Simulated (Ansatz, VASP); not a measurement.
**CsRe: VASP beside Ansatz**

```
Cs Re
1.0
     3.68935    0.00000    0.00000
    -1.84468    3.19507    0.00000
     0.00000    0.00000    5.63144
Cs Re
1 1
Cartesian
  -0.0223 0.0567 2.7845
  0.0075 0.0510 0.0012
```

Change from the starting cell: atoms moved at random, drawn with an rms of 0.05 Å.

Alike in both runs: task single point; functional PBE; k mesh 8 × 8 × 5; occupations fermi-dirac, width 0.05 eV; no spin polarisation.

|  | VASP | Ansatz |
| --- | --- | --- |
| version | VASP 6.6.1 | Ansatz 0.2.0 |
| potentials or method | VASP PAW PBE potentials, release 64 (Cs_sv, Re), cutoff 520 eV | all-electron LAPW, scalar-relativistic |

VASP gave:

```
gap on the k mesh at the Fermi level (eV)                     : none
pressure (GPa)                                                : -6.8
traceless stress, the component that is largest in VASP (GPa) : 11.57
rms of the force components (eV/Å)                            : 0.155
```

What did Ansatz give for the same quantities?

gap on the k mesh at the Fermi level (eV): none; pressure (GPa): -7.4; traceless stress, the component that is largest in VASP (GPa): 10.99; rms of the force components (eV/Å): 0.131.

Atom by atom the forces differ by 0.024 eV/Å (rms over components). A gap of «none» marks a metal or a gap that the smearing closes. Ansatz ran all-electron here, and VASP with PAW potentials.

Spin-orbit coupling is off throughout.
